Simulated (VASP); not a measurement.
# TiGe6Mo2 (Immm) in VASP: single point with PBE

Aim: the single point of TiGe6Mo2 with PBE.

All numbers are computed with VASP 6.6.1; they aren't measurements. Logs are shortened: lines on timing, memory, paths and dates and some standing lists are left out, and cuts for length are marked.

**1. The cell of the first run**

It takes space group Immm (No. 71, orthorhombic). The conventional cell has a = 3.346 Å, b = 8.395 Å, c = 10.040 Å, α = 90.00°, β = 90.00°, γ = 90.00°. Within 3.6 Å of Ti (site symmetry mmm) lie 10 Ge at 2.75 to 2.84 Å and 2 Ti at 3.35 Å and 2 Mo at 3.35 Å. Within 3.6 Å of Ge (site symmetry m2m) lie 9 Ge at 2.72 to 3.35 Å and 4 Mo at 2.73 Å and 1 Ti at 2.84 Å. Ge (site symmetry m) has 3 Mo at 2.71 to 2.84 Å and 9 Ge at 2.71 to 3.41 Å and 2 Ti at 2.75 Å within 3.6 Å. Mo (site symmetry mm2) has 10 Ge at 2.71 to 2.84 Å and 3 Mo at 3.35 Å and 1 Ti at 3.35 Å within 3.6 Å.

**2. Single point, PBE**

INCAR reads:

```
SYSTEM = TiGe6Mo2
ALGO = Normal
EDIFF = 1E-6
ENCUT = 520
GGA = PE
ISIF = 2
ISMEAR = 0
LASPH = .TRUE.
LCHARG = .FALSE.
LREAL = .FALSE.
LWAVE = .FALSE.
NBANDS = 72
NELM = 100
PREC = Accurate
SIGMA = 0.2
```

KPOINTS reads:

```
k-points
0
G
  6 6 6
  0 0 0
```

POSCAR reads:

```
TiGe6Mo2
1.0
   -3.3461753484      0.0000000000      0.0000000000
   -1.6730876742     -4.1975869675      5.0198416180
   -1.6730876742      4.1975869675      5.0198416180
Ti Ge Mo
1 6 2
Direct
    1.0000000000      1.0000000000      0.0000000000
    0.0000000000      0.3382231809      0.6617768191
    0.6697671991      0.6687699380      0.9916956639
    0.3302328009      0.0083043361      0.3312300620
    0.0000000000      0.6617768191      0.3382231809
    0.6697671991      0.9916956639      0.6687699380
    0.3302328009      0.3312300620      0.0083043361
    0.6666310367      0.3333689633      0.3333689633
    0.3333689633      0.6666310367      0.6666310367
```

Potentials or basis: VASP PAW PBE potentials, release 64 (Ti_sv, Ge_d, Mo_sv).

Command:

```
cat potpaw_PBE.64/Ti_sv/POTCAR potpaw_PBE.64/Ge_d/POTCAR potpaw_PBE.64/Mo_sv/POTCAR > POTCAR
mpirun -np 1 vasp_std > vasp.out
```

OUTCAR:

```text
SYSTEM = TiGe6Mo2
   EDIFF = 1E-6
   ENCUT = 520
   GGA = PE
   ISIF = 2
   ISMEAR = 0
   LASPH = .TRUE.
   LREAL = .FALSE.
   NELM = 100
   PREC = Accurate

 ion  position               nearest neighbor table
   1  0.000  0.000  0.000-   3 2.75   4 2.75   6 2.75   7 2.75   3 2.75   6 2.75   4 2.75   7 2.75
                             2 2.84   5 2.84
   2  0.000  0.338  0.662-   5 2.72   8 2.73   8 2.73   9 2.73   9 2.73   7 2.81   6 2.81   7 2.81
                             6 2.81   1 2.84
   3  0.670  0.669  0.992-   9 2.71   9 2.71   6 2.71   1 2.75   1 2.75   7 2.76   7 2.76   5 2.81
                             5 2.81   8 2.84
   4  0.330  0.008  0.331-   8 2.71   8 2.71   7 2.71   1 2.75   1 2.75   6 2.76   6 2.76   5 2.81
                             5 2.81   9 2.84
   5  0.000  0.662  0.338-   2 2.72   8 2.73   8 2.73   9 2.73   9 2.73   4 2.81   3 2.81   4 2.81
                             3 2.81   1 2.84
   6  0.670  0.992  0.669-   9 2.71   9 2.71   3 2.71   1 2.75   1 2.75   4 2.76   4 2.76   2 2.81
                             2 2.81   8 2.84
   7  0.330  0.331  0.008-   8 2.71   8 2.71   4 2.71   1 2.75   1 2.75   3 2.76   3 2.76   2 2.81
                             2 2.81   9 2.84
   8  0.667  0.333  0.333-   4 2.71   7 2.71   4 2.71   7 2.71   5 2.73   2 2.73   2 2.73   5 2.73
                             6 2.84   3 2.84   9 3.35
   9  0.333  0.667  0.667-   3 2.71   6 2.71   3 2.71   6 2.71   5 2.73   5 2.73   2 2.73   2 2.73
                             4 2.84   7 2.84   8 3.35

  LATTYP: Found a body centered orthorhombic cell.
 ALAT       =     3.3461753484
 B/A-ratio  =     2.5088864333
 C/A-ratio  =     3.0003458249

  Lattice vectors:

 A1 = (   1.6730876742,   4.1975869675,  -5.0198416180)
 A2 = (  -1.6730876742,  -4.1975869675,  -5.0198416180)
 A3 = (  -1.6730876742,   4.1975869675,   5.0198416180)

Analysis of symmetry for initial positions (statically):
=====================================================================
 Subroutine PRICEL returns:
 Original cell was already a primitive cell.

 Routine SETGRP: Setting up the symmetry group for a
 body centered orthorhombic supercell.

 Subroutine GETGRP returns: Found  8 space group operations
 (whereof  8 operations were pure point group operations)
 out of a pool of  8 trial point group operations.

The static configuration has the point symmetry D_2h.

Analysis of symmetry for dynamics (positions and initial velocities):
=====================================================================
 Subroutine PRICEL returns:
 Original cell was already a primitive cell.

 Routine SETGRP: Setting up the symmetry group for a
 body centered orthorhombic supercell.

 Subroutine GETGRP returns: Found  8 space group operations
 (whereof  8 operations were pure point group operations)
 out of a pool of  8 trial point group operations.

The dynamic configuration has the point symmetry D_2h.

 Subroutine INISYM returns: Found  8 space group operations
 (whereof  8 operations are pure point group operations),
 and found     1 'primitive' translations

----------------------------------------------------------------------------------------

                                     Primitive cell

  volume of cell :     141.0160

  direct lattice vectors                    reciprocal lattice vectors
    -3.346175348  0.000000000  0.000000000    -0.298848654  0.000000000 -0.099604736
    -1.673087674 -4.197586968  5.019841618     0.000000000 -0.119116055  0.099604736
    -1.673087674  4.197586968  5.019841618     0.000000000  0.119116055  0.099604736

  length of vectors
     3.346175348  6.754092728  6.754092728     0.315010510  0.155273108  0.155273108

  position of ions in fractional coordinates (direct lattice)
     0.000000000  0.000000000  0.000000000
     0.000000000  0.338223181  0.661776819
     0.669767199  0.668769938  0.991695664
     0.330232801  0.008304336  0.331230062
     0.000000000  0.661776819  0.338223181
     0.669767199  0.991695664  0.668769938
     0.330232801  0.331230062  0.008304336
     0.666631037  0.333368963  0.333368963
     0.333368963  0.666631037  0.666631037

  ion indices of the primitive-cell ions
   primitive index   ion index
                 1           1
                 2           2
                 3           3
                 4           4
                 5           5
                 6           6
                 7           7
                 8           8
                 9           9

----------------------------------------------------------------------------------------

 KPOINTS: k-points

Automatic generation of k-mesh.
 Grid dimensions read from file:
 generate k-points for:    6    6    6

 Generating k-lattice:

  Cartesian coordinates                     Fractional coordinates (reciprocal lattice)
    -0.049808109  0.000000000 -0.016600789     0.166666667  0.000000000  0.000000000
     0.000000000 -0.019852676  0.016600789     0.000000000  0.166666667  0.000000000
     0.000000000  0.019852676  0.016600789     0.000000000  0.000000000  0.166666667

  Length of vectors
     0.052501752  0.025878851  0.025878851

  Shift w.r.t. Gamma in fractional coordinates (k-lattice)
     0.000000000  0.000000000  0.000000000

 Subroutine IBZKPT returns following result:
 ===========================================

 Found     46 irreducible k-points:

 Following reciprocal coordinates:
            Coordinates               Weight
  0.000000  0.000000  0.000000      1.000000
  0.166667 -0.000000 -0.000000      4.000000
  0.333333 -0.000000 -0.000000      4.000000
  0.500000 -0.000000 -0.000000      2.000000
  0.000000  0.166667  0.000000      4.000000
  0.166667  0.166667  0.000000      4.000000
[... 16 lines left out ...]
  0.500000  0.166667  0.166667      4.000000
 -0.333333  0.166667  0.166667      4.000000
 [... further k-points ...]
   k-points           NKPTS =     46   k-points in BZ     NKDIM =     46   number of bands    NBANDS=     72
   number of dos      NEDOS =    301   number of ions     NIONS =      9
   total plane-waves  NPLWV =  70000
   dimension x,y,z NGX =    28 NGY =   50 NGZ =   50
   dimension x,y,z NGXF=    56 NGYF=  100 NGZF=  100
   ions per type =               1   6   2
   NGX,Y,Z   is equivalent  to a cutoff of  13.91, 12.31, 12.31 a.u.
   NGXF,Y,Z  is equivalent  to a cutoff of  27.82, 24.61, 24.61 a.u.
 SYSTEM =  TiGe6Mo2
   PREC   = accura    normal or accurate (medium, high low for compatibility)
   ISTART =      0    job   : 0-new  1-cont  2-samecut
   ICHARG =      2    charge: 1-file 2-atom 10-const
   ISPIN  =      1    spin polarized calculation?
   LNONCOLLINEAR =      F non collinear calculations
   LSORBIT =      F    spin-orbit coupling
   LASPH  =      T    aspherical Exc in radial PAW
   ENCUT  =  520.0 eV  38.22 Ry    6.18 a.u.   6.22 12.56 12.56*2*pi/ulx,y,z
   NELM   =    100;   NELMIN=  2; NELMDL= -5     # of ELM steps
   EDIFF  = 0.1E-05   stopping-criterion for ELM
   LREAL  =      F    real-space projection
   EDIFFG = 0.1E-04   stopping-criterion for IOM
   NSW    =      0    number of steps for IOM
   IBRION =     -1    ionic relax: 0-MD 1-quasi-New 2-CG
   NFREE  =      0    steps in history (QN), initial steepest desc. (CG)
   ISIF   =      2    stress and relaxation
   ISYM   =      2    0-nonsym 1-usesym 2-fastsym
   POTIM  = 0.5000    time-step for ionic-motion
   TEBEG  =    0.0;   TEEND  =   0.0 temperature during run
   PSTRESS=    0.0 pullay stress
   NELECT =     124.0000    total number of electrons
   NUPDOWN=      -1.0000    fix difference up-down
   EMIN   =  10.00;   EMAX   =-10.00  energy-range for DOS
   EFERMI =   0.00;   METHOD = LEGACY
   ISMEAR =     0;   SIGMA  =   0.20  broadening in eV -4-tet -1-fermi 0-gaus
   EFERMI_NEDOS =   21; number of points for ismear=-14 and -15
   IALGO  =     38    algorithm
   IMIX   =      4    mixing-type and parameters
     AMIX     =   0.40;   BMIX     =  1.00
     AMIX_MAG =   1.60;   BMIX_MAG =  1.00
  volume/ion in A,a.u.               =      15.67       105.74
  Fermi-wavevector in a.u.,A,eV,Ry     =   1.568409  2.963863 33.469053  2.459906
  Thomas-Fermi vector in A             =   2.670444
   LORBIT       =      0    0 simple, 1 ext, 2 COOP (PROOUT), +10 PAW based schemes
   GGA     = PE    functional components
   LHFCALC =     F    Hartree Fock is set to
   AEXX    =    0.0000 exact exchange contribution
   IVDW    =     0    specifies the selected vdW correction
   LEPSILON=     F    determine dielectric tensor
   LRPA    =     F    only Hartree local field effects (RPA)
 non-spin polarized calculation
 Gauss-broadening in eV      SIGMA  =   0.20
  energy-cutoff  :      520.00
  volume of cell :      141.02
 maximum number of plane-waves:      3823
 NGX is ok and might be reduce to    28
   NGX = 13   NGY = 25   NGZ = 25

 number of electron     124.0000037 magnetization

 Free energy of the ion-electron system (eV)
  ---------------------------------------------------
  ext. energy  EPLUGINS =         0.00000000
  ---------------------------------------------------
  free energy    TOTEN  =       -58.62692777 eV

  energy without entropy =      -58.55717324  energy(sigma->0) =      -58.59205051

 E-fermi :   9.3952     XC(G=0): -12.4828

 val. band max:        9.3945892682   @ k =  -0.3333   0.3333   0.0000
 cond. band min:       9.4003680191   @ k =   0.0000   0.5000   0.5000
 fundamental gap:      0.0057787509
 Fermi energy:         9.3951882480

 k-point     1 :       0.0000    0.0000    0.0000
  band No.  band energies     occupation
      1     -51.3472      2.00000
      2     -51.3423      2.00000
      3     -47.2513      2.00000
      4     -25.5195      2.00000
      5     -25.4776      2.00000
      6     -25.4725      2.00000
[... 64 lines left out ...]
     71      13.2567      0.00000
     72      13.4776      0.00000
[... 1723 lines left out ...]
     71      12.6343      0.00000
     72      12.8642      0.00000

 [... further k-points ...]

------------------------ aborting loop because EDIFF is reached ----------------------------------------

  FORCE on cell =-STRESS in cart. coord.  units (eV):
  Direction    XX          YY          ZZ          XY          YZ          ZX
  --------------------------------------------------------------------------------------
  -------------------------------------------------------------------------------------
  Total        0.4360133      0.3148186      0.0121753     -0.0000000      0.0000000      0.0000000
  in kB        4.9538389      3.5768647      0.1383314     -0.0000000      0.0000000      0.0000000
  external PRESSURE =       2.8896783 kB  Pullay stress =       0.0000000 kB

 VOLUME and BASIS-vectors are now :
 -----------------------------------------------------------------------------
  energy-cutoff  :      520.00
  volume of cell :      141.02
      direct lattice vectors                 reciprocal lattice vectors
    -3.346175348  0.000000000  0.000000000    -0.298848654  0.000000000 -0.099604736
    -1.673087674 -4.197586968  5.019841618     0.000000000 -0.119116055  0.099604736
    -1.673087674  4.197586968  5.019841618     0.000000000  0.119116055  0.099604736

 POSITION                                       TOTAL-FORCE (eV/Angst)
 -----------------------------------------------------------------------------------
      0.00000      0.00000      0.00000         0.000000     -0.000000     -0.000000
     -1.67309      1.35814      5.01984         0.000000      0.028304     -0.000000
     -5.01926      1.35551      8.33527        -0.000000      0.008803      0.023149
     -1.67309      1.35551      1.70441        -0.000000      0.008803     -0.023149
     -1.67309     -1.35814      5.01984         0.000000     -0.028304     -0.000000
     -5.01926     -1.35551      8.33527        -0.000000     -0.008803      0.023149
     -1.67309     -1.35551      1.70441         0.000000     -0.008803     -0.023149
     -3.34618      0.00000      3.34692        -0.000000     -0.000000     -0.009615
     -3.34618      0.00000      6.69276         0.000000     -0.000000      0.009615
 -----------------------------------------------------------------------------------
    total drift:                                0.000000     -0.000000     -0.000000

  FREE ENERGIE OF THE ION-ELECTRON SYSTEM (eV)
  ---------------------------------------------------
  free  energy   TOTEN  =       -58.6269277742 eV

  energy  without entropy=      -58.5571732398  energy(sigma->0) =      -58.59205051
```

It took 13 min on 1 thread of Intel Xeon 8259CL, shared host; peak memory 0.51 GiB.

What came out:

```yaml
Free_energy: -58.6269 eV
Pressure: 0.3 GPa
Largest_force: 0.028 eV/Å
Band_gap_on_the_k_mesh: zero (bands 62 and 63 overlap by 1.50 eV)
```

Forces on the atoms (eV/Å):
```
Ti   0.000  0.000  0.000
Ge   0.000  0.028  0.000
Ge   0.000  0.009  0.023
Ge   0.000  0.009 -0.023
Ge   0.000 -0.028  0.000
Ge   0.000 -0.009  0.023
Ge   0.000 -0.009 -0.023
Mo   0.000  0.000 -0.010
Mo   0.000  0.000  0.010
```
